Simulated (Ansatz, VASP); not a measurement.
## One calculation of AlN, two programs

```
Al N
1.0
     0.00000    2.20126    2.20126
     2.20126    0.00000    2.20126
     2.20126    2.20126    0.00000
Al N
1 1
Direct
  0.00000 0.00000 0.00000
  0.25000 0.25000 0.25000
```

Alike in both runs: functional PBE; k mesh 10 × 10 × 10; occupations gaussian, width 0.02 eV; no spin polarisation.

Ansatz relaxed the structure, and its values are those at the end. VASP's run is a single point on that final structure, the one shown.

|  | VASP | Ansatz |
| --- | --- | --- |
| version | VASP 6.6.1 | Ansatz 0.2.0 |
| potentials or method | VASP PAW PBE potentials, release 64 (Al, N), cutoff 600 eV | scalar-relativistic, plane waves, PAW |
| valence electrons in the cell | 8 | 8 |

VASP gave:

```
gap on the k mesh at the Fermi level (eV) : 3.31
least direct gap on the mesh (eV)         : 3.99
pressure (GPa)                            : -0.3
```

Task: What did Ansatz give for the same quantities?

Result: gap on the k mesh at the Fermi level (eV): 3.31; least direct gap on the mesh (eV): 3.98; pressure (GPa): 0.0.

The functional is the same, so the differences come from potentials, cutoffs and numerics.
